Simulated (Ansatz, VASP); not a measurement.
Two plane-wave programs on C

```
CELL_PARAMETERS angstrom
0.00000 1.76587 1.76587
1.76587 0.00000 1.76587
1.76587 1.76587 0.00000
ATOMIC_POSITIONS crystal
C 0.50000 0.50000 0.50000
C 0.75000 0.75000 0.75000
```

Alike in both runs: task relaxation of cell and atoms; functional LDA; k mesh 12 × 12 × 12; no spin polarisation.

```csv
,VASP,Ansatz
version,VASP 6.6.1,Ansatz 0.2.0
potentials or method,"VASP PAW LDA potentials, release 64 (C), cutoff 600 eV","scalar-relativistic, plane waves, PAW"
occupations,"gaussian, width 0.01 eV",fixed
valence electrons in the cell,8,8
```

|  | VASP | Ansatz | Ansatz less VASP |
| --- | --- | --- | --- |
| gap on the k mesh at the Fermi level, each at its own relaxed structure (eV) | 4.19 | 4.20 | +0.005 |
| relaxed volume (Å³/atom) | 5.52 | 5.51 | -0.010 |
| relaxed length of the cell vector where the two differ most in proportion (Å) | 2.499 | 2.497 | -0.0015 |

LDA's correlation is that of Perdew and Zunger in VASP and of Perdew and Wang (1992) in Ansatz.
